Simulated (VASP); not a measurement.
# Ga2Te3O (P6mm) in VASP: a series of runs

The runs below take Ga2Te3O through relaxation of cell and atoms, with PBE.

Program: VASP 6.6.1. These are calculated values, not measurements. Logs are shortened: lines on timing, memory, paths and dates and some standing lists are left out, and cuts for length are marked.

## (1) The cell of the first run

It takes space group P6mm (No. 183, hexagonal). Conventional cell: a = 6.195 Å, b = 6.195 Å, c = 4.576 Å, α = 90.00°, β = 90.00°, γ = 120.00°. Ga (site symmetry 3m) has 6 Te at 2.90 to 2.91 Å and 3 Ga at 3.58 Å and 3 O at 3.84 Å within 3.9 Å. Within 3.8 Å of Te (site symmetry 2mm) lie 4 Ga at 2.90 to 2.91 Å and 4 Te at 3.10 Å and 2 O at 3.23 Å. O (site symmetry 6mm) has 6 Te at 3.23 Å and 6 Ga at 3.84 Å within 4.2 Å.

The cell was built from a structure type or drawn by symmetry, and may not be a known phase.

## (2) Relaxation of cell and atoms, PBE

File INCAR:

```
ALGO     = Normal         # electronic algorithm
EDIFF    = 1E-6           # SCF threshold, eV
EDIFFG   = -0.04          # ionic threshold
ENCUT    = 600            # plane-wave cutoff, eV
GGA      = PE             # functional
IBRION   = 2              # ionic algorithm
ISIF     = 3              # what is computed and relaxed
ISMEAR   = 0              # smearing method
LASPH    = True           # aspherical terms in the spheres
LCHARG   = False          # write CHGCAR
LREAL    = False          # projectors in reciprocal space
LWAVE    = False          # write WAVECAR
NELM     = 60             # most SCF steps
NSW      = 90             # ionic steps
PREC     = Accurate       # precision mode
SIGMA    = 0.1            # smearing width, eV
```

File KPOINTS:

```
k-points
0
Gamma
  3 3 4
```

File POSCAR:

```
Ga2Te3O
1.0
    6.1950682700      0.0000000000      0.0000000000
   -3.0975341400      5.3650865000      0.0000000000
    0.0000000000      0.0000000000      4.5755635000
Ga Te O
2 3 1
Direct
    0.6666666700      0.3333333300      0.4961477200
    0.3333333300      0.6666666700      0.4961477200
    0.0000000000      0.5000000000      0.9950230700
    0.5000000000      0.0000000000      0.9950230700
    0.5000000000      0.5000000000      0.9950230700
    0.0000000000      0.0000000000      0.1926302600
```

Potentials or basis: VASP PAW PBE potentials, release 64 (Ga_d, Te, O).

Started as:

```console
$ cat potpaw_PBE.64/Ga_d/POTCAR potpaw_PBE.64/Te/POTCAR potpaw_PBE.64/O/POTCAR > POTCAR
$ mpirun -np 1 vasp_std > vasp.out
```

OUTCAR:

```text
EDIFF = 1E-6
   EDIFFG = -0.04
   ENCUT = 600
   GGA = PE
   IBRION = 2
   ISIF = 3
   ISMEAR = 0
   LASPH = True
   LREAL = False
   NELM = 60
   NSW = 90
   PREC = Accurate

 ion  position               nearest neighbor table
   1  0.667  0.333  0.496-   3 2.90   4 2.90   5 2.90   3 2.91   4 2.91   5 2.91
   2  0.333  0.667  0.496-   3 2.90   4 2.90   5 2.90   3 2.91   4 2.91   5 2.91
   3  0.000  0.500  0.995-   1 2.90   2 2.90   1 2.91   2 2.91   4 3.10   4 3.10   5 3.10   5 3.10

   4  0.500  0.000  0.995-   1 2.90   2 2.90   1 2.91   2 2.91   3 3.10   3 3.10   5 3.10   5 3.10

   5  0.500  0.500  0.995-   1 2.90   2 2.90   1 2.91   2 2.91   3 3.10   3 3.10   4 3.10   4 3.10

   6  0.000  0.000  0.193-

  LATTYP: Found a hexagonal cell.
 ALAT       =     6.1950682700
 C/A-ratio  =     0.7385816105

  Lattice vectors:

 A1 = (   6.1950682700,   0.0000000000,   0.0000000000)
 A2 = (  -3.0975341400,   5.3650865000,   0.0000000000)
 A3 = (   0.0000000000,   0.0000000000,   4.5755635000)

Analysis of symmetry for initial positions (statically):
=====================================================================
 Subroutine PRICEL returns:
 Original cell was already a primitive cell.

 Routine SETGRP: Setting up the symmetry group for a
 hexagonal supercell.

 Subroutine GETGRP returns: Found 12 space group operations
 (whereof 12 operations were pure point group operations)
 out of a pool of 24 trial point group operations.

The static configuration has the point symmetry C_6v.

Analysis of symmetry for dynamics (positions and initial velocities):
=====================================================================
 Subroutine PRICEL returns:
 Original cell was already a primitive cell.

 Routine SETGRP: Setting up the symmetry group for a
 hexagonal supercell.

 Subroutine GETGRP returns: Found 12 space group operations
 (whereof 12 operations were pure point group operations)
 out of a pool of 24 trial point group operations.

The dynamic configuration has the point symmetry C_6v.

 Subroutine INISYM returns: Found 12 space group operations
 (whereof 12 operations are pure point group operations),
 and found     1 'primitive' translations

----------------------------------------------------------------------------------------

                                     Primitive cell

  volume of cell :     152.0784

  direct lattice vectors                    reciprocal lattice vectors
     6.195068270  0.000000000  0.000000000     0.161418722  0.093195142  0.000000000
    -3.097534140  5.365086500  0.000000000     0.000000000  0.186390285  0.000000000
     0.000000000  0.000000000  4.575563500     0.000000000  0.000000000  0.218552316

  length of vectors
     6.195068270  6.195068273  4.575563500     0.186390285  0.186390285  0.218552316

  position of ions in fractional coordinates (direct lattice)
     0.666666670  0.333333330  0.496147720
     0.333333330  0.666666670  0.496147720
     0.000000000  0.500000000  0.995023070
     0.500000000  0.000000000  0.995023070
     0.500000000  0.500000000  0.995023070
     0.000000000  0.000000000  0.192630260

  ion indices of the primitive-cell ions
   primitive index   ion index
                 1           1
                 2           2
                 3           3
                 4           4
                 5           5
                 6           6

----------------------------------------------------------------------------------------

 KPOINTS: k-points

Automatic generation of k-mesh.
 Grid dimensions read from file:
 generate k-points for:    3    3    4

 Generating k-lattice:

  Cartesian coordinates                     Fractional coordinates (reciprocal lattice)
     0.053806241  0.031065047  0.000000000     0.333333333  0.000000000  0.000000000
     0.000000000  0.062130095  0.000000000     0.000000000  0.333333333  0.000000000
     0.000000000  0.000000000  0.054638079     0.000000000  0.000000000  0.250000000

  Length of vectors
     0.062130095  0.062130095  0.054638079

  Shift w.r.t. Gamma in fractional coordinates (k-lattice)
     0.000000000  0.000000000  0.000000000

 Subroutine IBZKPT returns following result:
 ===========================================

 Found      9 irreducible k-points:

 Following reciprocal coordinates:
            Coordinates               Weight
  0.000000  0.000000  0.000000      1.000000
  0.333333  0.000000  0.000000      6.000000
  0.333333  0.333333  0.000000      2.000000
  0.000000  0.000000  0.250000      2.000000
  0.333333  0.000000  0.250000     12.000000
  0.333333  0.333333  0.250000      4.000000
  0.000000  0.000000  0.500000      1.000000
  0.333333  0.000000  0.500000      6.000000
  0.333333  0.333333  0.500000      2.000000
   k-points           NKPTS =      9   k-points in BZ     NKDIM =      9   number of bands    NBANDS=     30
   number of dos      NEDOS =    301   number of ions     NIONS =      6
   total plane-waves  NPLWV = 100000
   dimension x,y,z NGX =    50 NGY =   50 NGZ =   40
   dimension x,y,z NGXF=   100 NGYF=  100 NGZF=   80
   ions per type =               2   3   1
   NGX,Y,Z   is equivalent  to a cutoff of  13.42, 13.42, 14.53 a.u.
   NGXF,Y,Z  is equivalent  to a cutoff of  26.84, 26.84, 29.07 a.u.
 SYSTEM =  unknown system
   PREC   = accura    normal or accurate (medium, high low for compatibility)
   ISTART =      0    job   : 0-new  1-cont  2-samecut
   ICHARG =      2    charge: 1-file 2-atom 10-const
   ISPIN  =      1    spin polarized calculation?
   LNONCOLLINEAR =      F non collinear calculations
   LSORBIT =      F    spin-orbit coupling
   LASPH  =      T    aspherical Exc in radial PAW
   ENCUT  =  600.0 eV  44.10 Ry    6.64 a.u.  12.37 12.37  9.14*2*pi/ulx,y,z
   NELM   =     60;   NELMIN=  2; NELMDL= -5     # of ELM steps
   EDIFF  = 0.1E-05   stopping-criterion for ELM
   LREAL  =      F    real-space projection
   EDIFFG = -.4E-01   stopping-criterion for IOM
   NSW    =     90    number of steps for IOM
   IBRION =      2    ionic relax: 0-MD 1-quasi-New 2-CG
   NFREE  =      1    steps in history (QN), initial steepest desc. (CG)
   ISIF   =      3    stress and relaxation
   ISYM   =      2    0-nonsym 1-usesym 2-fastsym
   POTIM  = 0.5000    time-step for ionic-motion
   TEBEG  =    0.0;   TEEND  =   0.0 temperature during run
   PSTRESS=    0.0 pullay stress
   NELECT =      50.0000    total number of electrons
   NUPDOWN=      -1.0000    fix difference up-down
   EMIN   =  10.00;   EMAX   =-10.00  energy-range for DOS
   EFERMI =   0.00;   METHOD = LEGACY
   ISMEAR =     0;   SIGMA  =   0.10  broadening in eV -4-tet -1-fermi 0-gaus
   EFERMI_NEDOS =   21; number of points for ismear=-14 and -15
   IALGO  =     38    algorithm
   IMIX   =      4    mixing-type and parameters
     AMIX     =   0.40;   BMIX     =  1.00
     AMIX_MAG =   1.60;   BMIX_MAG =  1.00
  volume/ion in A,a.u.               =      25.35       171.05
  Fermi-wavevector in a.u.,A,eV,Ry     =   1.129906  2.135213 17.370393  1.276688
  Thomas-Fermi vector in A             =   2.266601
   LORBIT       =      0    0 simple, 1 ext, 2 COOP (PROOUT), +10 PAW based schemes
   GGA     = PE    functional components
   LHFCALC =     F    Hartree Fock is set to
   AEXX    =    0.0000 exact exchange contribution
   IVDW    =     0    specifies the selected vdW correction
   LEPSILON=     F    determine dielectric tensor
   LRPA    =     F    only Hartree local field effects (RPA)
 conjugate gradient relaxation of ions
 non-spin polarized calculation
 Gauss-broadening in eV      SIGMA  =   0.10
  energy-cutoff  :      600.00
  volume of cell :      152.08
 maximum number of plane-waves:      5118
 NGX is ok and might be reduce to    50
   NGX = 25   NGY = 25   NGZ = 19

--------------------------------------- Ionic step        1  -------------------------------------------

 number of electron      49.9999994 magnetization

 Free energy of the ion-electron system (eV)
  ---------------------------------------------------
  ext. energy  EPLUGINS =         0.00000000
  ---------------------------------------------------
  free energy    TOTEN  =       -16.90706104 eV

  energy without entropy =      -16.89919110  energy(sigma->0) =      -16.90312607

 E-fermi :   5.0451     XC(G=0):  -9.3717

 val. band max:        4.8219555112   @ k =   0.3333   0.3333   0.2500
 cond. band min:       5.1483645190   @ k =   0.3333   0.0000   0.0000
 fundamental gap:      0.3264090078
 Fermi energy:         5.0451315086

 k-point     1 :       0.0000    0.0000    0.0000
  band No.  band energies     occupation
      1     -10.4178      2.00000
      2      -9.8787      2.00000
      3      -9.7805      2.00000
      4      -9.7805      2.00000
      5      -9.7755      2.00000
      6      -9.7562      2.00000
[... 399 lines left out ...]
  FREE ENERGIE OF THE ION-ELECTRON SYSTEM (eV)
  ---------------------------------------------------
  free  energy   TOTEN  =       -17.2464568514 eV

  energy  without entropy=      -17.2299452927  energy(sigma->0) =      -17.23820107

[... ionic steps 4 to 12 ...]

--------------------------------------- Ionic step       13  -------------------------------------------

 number of electron      49.9999992 magnetization

------------------------ aborting loop because EDIFF is reached ----------------------------------------

  FORCE on cell =-STRESS in cart. coord.  units (eV):
  Direction    XX          YY          ZZ          XY          YZ          ZX
  --------------------------------------------------------------------------------------
  -------------------------------------------------------------------------------------
  Total       -0.1601242     -0.1601242      0.3055214      0.0000000      0.0000000      0.0000000
  in kB       -1.4258594     -1.4258594      2.7205791      0.0000000      0.0000000      0.0000000
  external PRESSURE =      -0.0437133 kB  Pullay stress =       0.0000000 kB
[... 65 lines left out ...]
  energy  without entropy=      -17.9774336347  energy(sigma->0) =      -17.97880863

--------------------------------------- Ionic step       15  -------------------------------------------

 number of electron      49.9999995 magnetization

 Free energy of the ion-electron system (eV)
  ---------------------------------------------------
  ext. energy  EPLUGINS =         0.00000000
  ---------------------------------------------------
  free energy    TOTEN  =       -17.98134545 eV

  energy without entropy =      -17.97788053  energy(sigma->0) =      -17.97961299

 E-fermi :   4.0679     XC(G=0):  -8.5447

 val. band max:        3.9510123012   @ k =   0.0000   0.0000   0.5000
 cond. band min:       4.1539873453   @ k =   0.3333   0.3333   0.0000
 fundamental gap:      0.2029750441
 Fermi energy:         4.0678626633

 k-point     1 :       0.0000    0.0000    0.0000
  band No.  band energies     occupation
      1     -11.7792      2.00000
      2     -11.1758      2.00000
      3     -11.1679      2.00000
      4     -11.1679      2.00000
      5     -11.1558      2.00000
      6     -11.1558      2.00000
[... 319 lines left out ...]
  FREE ENERGIE OF THE ION-ELECTRON SYSTEM (eV)
  ---------------------------------------------------
  free  energy   TOTEN  =       -17.9813454513 eV

  energy  without entropy=      -17.9778805316  energy(sigma->0) =      -17.97961299

 reached required accuracy - stopping structural energy minimisation
```

Run time: 7.3 min. Hardware: 1 thread of Intel Xeon 6975P-C (Granite Rapids), shared host; peak memory 0.35 GiB.

Results:

```yaml
Free_energy: -17.9813 eV
Relaxed_volume: 29.95 Å³/atom
Relaxed_cell: a = 5.947 Å, b = 5.947 Å, c = 5.867 Å, α = 90.00°, β = 90.00°, γ = 120.00°
Space_group_after_relaxing_to_0.1_Å: P6mm (No. 183)
Energy_gained_by_relaxing: 179.0 meV/atom
Ionic_steps: 15
Pressure_after_relaxing: 0.1 GPa
Largest_force_after_relaxing: 0.039 eV/Å
```

Forces in eV/Å, atoms in the order of the input:
```
Ga   0.000  0.000  0.039
Ga   0.000  0.000  0.039
Te   0.000  0.000 -0.013
Te   0.000  0.000 -0.013
Te   0.000  0.000 -0.013
O    0.000  0.000 -0.039
```

Step by step:
```tsv
step	energy change (eV)	largest force (eV/Å)	pressure (GPa)	volume (Å³)
1	0.0000	0.5625	5.41	152.08
2	-0.3384	0.5216	-0.21	171.69
3	-0.3394	0.5183	-0.50	173.17
4	-0.4203	0.5359	-0.60	173.38
5	-0.5898	0.5542	-0.70	173.51
6	-0.8937	0.4840	0.75	171.77
7	-0.8653	0.5280	0.30	172.56
8	-0.8973	0.4914	0.63	171.96
9	-0.9564	0.3772	-0.81	179.97
10	-0.9585	0.3629	-1.06	181.53
11	-1.0114	0.2867	-0.85	181.09
12	-1.0725	0.0681	-0.12	180.06
13	-1.0731	0.0536	0.00	179.92
14	-1.0731	0.0474	-0.03	179.96
15	-1.0743	0.0394	0.06	179.70
```

Final structure:
```
CELL_PARAMETERS angstrom
5.94732 0.00000 0.00000
-2.97366 5.15053 0.00000
0.00000 0.00000 5.86658
ATOMIC_POSITIONS crystal
Ga 0.66667 0.33333 0.48097
Ga 0.33333 0.66667 0.48097
Te 0.00000 0.50000 0.04657
Te 0.50000 0.00000 0.04657
Te 0.50000 0.50000 0.04657
O 0.00000 0.00000 0.06834
```

Caveat: the k points lie up to 0.41 Å⁻¹ apart in the final cell; the volume moved by over 15 % at a fixed basis, so the end points are rough; spin-orbit coupling is left out, which moves the levels of the heavy elements.

## (3) Relaxation of cell and atoms, PBE

This run uses another cell than the first one, of 29.72 Å³/atom.

File INCAR:

```
SYSTEM = Ga2Te3O
PREC     = Accurate       ! precision mode
ENCUT    = 600            ! plane-wave cutoff, eV
EDIFF    = 1E-6           ! SCF threshold, eV
ISMEAR   = 0              ! smearing method
SIGMA    = 0.1            ! smearing width, eV
LREAL    = .FALSE.        ! projectors in reciprocal space
LASPH    = .TRUE.         ! aspherical terms in the spheres
NELM     = 100            ! most SCF steps
ALGO     = Normal         ! electronic algorithm
ISIF     = 3              ! what is computed and relaxed
LWAVE    = .FALSE.        ! write WAVECAR
LCHARG   = .FALSE.        ! write CHGCAR
GGA      = PE             ! functional
IBRION   = 2              ! ionic algorithm
NSW      = 100            ! ionic steps
EDIFFG   = -0.01          ! ionic threshold
```

File KPOINTS:

```
regular mesh
0
G
  6 6 6
  0 0 0
```

File POSCAR:

```
Ga2Te3O
1.0
    5.9380461857      0.0000000000      0.0000000000
   -2.9690230928      5.1424988456      0.0000000000
    0.0000000000      0.0000000000      5.8403139785
Ga Te O
2 3 1
Direct
    0.6666666667      0.3333333333      0.4916465282
    0.3333333333      0.6666666667      0.4916465282
    0.0000000000      0.5000000000      0.0439060118
    0.5000000000      0.0000000000      0.0439060118
    0.5000000000      0.5000000000      0.0439060118
    0.0000000000      0.0000000000      0.0549838181
```

Potentials or basis: VASP PAW PBE potentials, release 64 (Ga_d, Te, O).

Started as:

```console
$ cat potpaw_PBE.64/Ga_d/POTCAR potpaw_PBE.64/Te/POTCAR potpaw_PBE.64/O/POTCAR > POTCAR
$ mpirun -np 1 vasp_std > vasp.out
```

It took 23 min on 1 thread of Intel Xeon 6975P-C (Granite Rapids), shared host; peak memory 0.47 GiB.

The run converged. Its results:

| Quantity | Value |
| --- | --- |
| Free energy | -17.9718 eV |
| Relaxed volume | 30.73 Å³/atom |
| Relaxed cell | a = 6.015 Å, b = 6.015 Å, c = 5.884 Å, α = 90.00°, β = 90.00°, γ = 120.00° |
| Space group after relaxing (to 0.1 Å) | P6mm (No. 183) |
| Energy gained by relaxing | 4.4 meV/atom |
| Ionic steps | 29 |
| Pressure after relaxing | 0.0 GPa |
| Largest force after relaxing | 0.008 eV/Å |
| Band gap on the k mesh | zero (bands 25 and 26 overlap by 0.57 eV) |

Forces in eV/Å, atoms in the order of the input:
```
Ga   0.000  0.000 -0.008
Ga   0.000  0.000 -0.008
Te   0.000  0.000  0.004
Te   0.000  0.000  0.004
Te   0.000  0.000  0.004
O    0.000  0.000  0.004
```

Step by step:
| step | energy change (eV) | largest force (eV/Å) | pressure (GPa) | volume (Å³) |
| --- | --- | --- | --- | --- |
| 1 | 0.0000 | 0.0847 | 0.80 | 178.34 |
| 2 | -0.0222 | 0.0686 | -0.08 | 182.20 |
| 3 | -0.0222 | 0.0673 | -0.16 | 182.49 |
| 4 | -0.0222 | 0.0679 | -0.13 | 182.41 |
| 5 | -0.0234 | 0.0408 | -0.03 | 181.86 |
| 6 | -0.0235 | 0.0187 | 0.06 | 181.42 |
| 7 | -0.0236 | 0.0241 | 0.01 | 181.51 |
| 8 | -0.0235 | 0.0213 | 0.07 | 181.48 |
| 9 | -0.0237 | 0.0186 | 0.03 | 181.71 |
| 10 | -0.0239 | 0.0130 | -0.02 | 182.20 |
| 11 | -0.0242 | 0.0133 | 0.00 | 182.27 |
| 12 | -0.0247 | 0.0153 | 0.00 | 182.49 |
| 13 | -0.0252 | 0.0197 | 0.04 | 182.91 |
| 14 | -0.0252 | 0.0202 | 0.07 | 183.04 |
| 15 | -0.0254 | 0.0213 | 0.02 | 183.38 |
| 16 | -0.0255 | 0.0226 | -0.01 | 183.79 |
| 17 | -0.0255 | 0.0251 | -0.08 | 184.61 |
| 18 | -0.0257 | 0.0262 | -0.04 | 184.75 |
| 19 | -0.0257 | 0.0271 | -0.03 | 184.84 |
| 20 | -0.0258 | 0.0257 | 0.03 | 184.66 |
| 21 | -0.0258 | 0.0256 | 0.01 | 184.64 |
| 22 | -0.0258 | 0.0253 | 0.02 | 184.61 |
| 23 | -0.0259 | 0.0245 | 0.05 | 184.53 |
| 24 | -0.0259 | 0.0231 | 0.02 | 184.53 |
| 25 | -0.0260 | 0.0196 | 0.01 | 184.50 |
| 26 | -0.0261 | 0.0122 | -0.01 | 184.46 |
| 27 | -0.0260 | 0.0209 | -0.04 | 184.36 |
| 28 | -0.0261 | 0.0130 | 0.00 | 184.42 |
| 29 | -0.0262 | 0.0082 | -0.01 | 184.38 |

Final structure:
```cif
data_structure
_symmetry_space_group_name_H-M 'P 1'
_symmetry_Int_Tables_number 1
_cell_length_a 6.0151
_cell_length_b 6.0151
_cell_length_c 5.8844
_cell_angle_alpha 90.000
_cell_angle_beta 90.000
_cell_angle_gamma 120.000
_cell_volume 184.38
loop_
_atom_site_label
_atom_site_type_symbol
_atom_site_fract_x
_atom_site_fract_y
_atom_site_fract_z
_atom_site_occupancy
Ga1 Ga 0.66667 0.33333 0.48194 1
Ga2 Ga 0.33333 0.66667 0.48194 1
Te1 Te 0.00000 0.50000 0.04813 1
Te2 Te 0.50000 0.00000 0.04813 1
Te3 Te 0.50000 0.50000 0.04813 1
O1 O 0.00000 0.00000 0.06173 1
```

Levels at points of the mesh, in eV from the Fermi level:
```tsv
k point	band 21	band 22	band 23	band 24	band 25	band 26	band 27	band 28	band 29	band 30
(0.00, 0.00, 0.00)	-1.11	-1.11	-0.33	0.09	0.09	1.36	1.36	1.37	3.04	3.54
(0.50, 0.00, 0.00)	-1.79	-1.26	-1.24	-1.01	-0.93	-0.44	0.79	1.24	1.57	3.67
(0.00, 0.00, 0.50)	-1.95	-1.26	-0.20	0.13	0.13	1.87	2.62	2.62	3.06	3.43
(0.50, 0.00, 0.50)	-1.20	-1.19	-0.95	-0.91	-0.59	-0.04	1.06	1.70	2.51	3.02
```

Caveat: spin-orbit coupling is left out, which moves the levels of the heavy elements.
